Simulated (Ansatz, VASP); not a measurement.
**Two plane-wave programs on MgO**

INCAR

```
SYSTEM = MgO
  PREC = Accurate
  ENCUT = 520
  EDIFF = 1E-7
  ISMEAR = 0
  SIGMA = 0.05
  LREAL = .FALSE.
  LASPH = .TRUE.
  NELM = 80
  ALGO = Normal
  ISIF = 2
  LWAVE = .FALSE.
  LCHARG = .TRUE.
  GGA = PE
  LELF = .TRUE.
  LVHAR = .TRUE.
  NBANDS = 16
```

The input KPOINTS:

```
Automatic mesh
0
G
  9 9 6
  0 0 0
```

The input POSCAR:

```
MgO
1.0
    3.1798172993      0.0000000000      0.0000000000
   -1.5899086497      2.7538025606      0.0000000000
    0.0000000000      0.0000000000      5.5672241276
Mg O
2 2
Direct
    0.3333333333      0.6666666667      0.0063188013
    0.6666666667      0.3333333333      0.5063188013
    0.3333333333      0.6666666667      0.3982811987
    0.6666666667      0.3333333333      0.8982811987
```

Input for Ansatz:

```yaml
crystal:
  lattice:
    - [3.1798172993, 0.0, 0.0]
    - [-1.5899086497, 2.7538025606, 0.0]
    - [0.0, 0.0, 5.5672241276]
  atoms:
    - { symbol: Mg, position: [0.3333333333, 0.6666666667, 0.0063188013] }
    - { symbol: Mg, position: [0.6666666667, 0.3333333333, 0.5063188013] }
    - { symbol: O, position: [0.3333333333, 0.6666666667, 0.3982811987] }
    - { symbol: O, position: [0.6666666667, 0.3333333333, 0.8982811987] }
basis:
  ecutwfc: 520.0
kpoints:
  mp_grid: { grid: [9, 9, 6] }
hamiltonian:
  xc: pbe
  pseudopotentials: { kind: paw, azcp: { folder: soft_1 } }
scf:
  occupations: { method: gaussian, width: 0.05 }
output:
  forces: true
  stress: true
  eigenvalues: true
```

Alike in both runs: task single point; functional PBE; k mesh 9 × 9 × 6; occupations gaussian, width 0.05 eV; no spin polarisation.

|  | VASP | Ansatz |
| --- | --- | --- |
| version | VASP 6.6.1 | Ansatz 0.2.0 |
| potentials or method | VASP PAW PBE potentials, release 64 (Mg, O), cutoff 520 eV | scalar-relativistic, plane waves, PAW |
| valence electrons in the cell | 16 | 32 |

|  | VASP | Ansatz | Ansatz less VASP |
| --- | --- | --- | --- |
| gap on the k mesh at the Fermi level (eV) | 3.53 | 3.54 | +0.018 |
| least direct gap on the mesh (eV) | 3.53 | 3.54 | +0.018 |
| pressure (GPa) | 3.0 | 3.4 | +0.37 |
| traceless stress, the component that is largest in VASP (GPa) | -14.77 | -14.59 | +0.185 |
| rms of the force components (eV/Å) | 0.430 | 0.424 | -0.0053 |

Atom by atom the forces differ by 0.005 eV/Å (rms over components). VASP's potentials hold 16 valence electrons a cell and Ansatz's 32, so a difference there can come from the potentials and not from the codes.
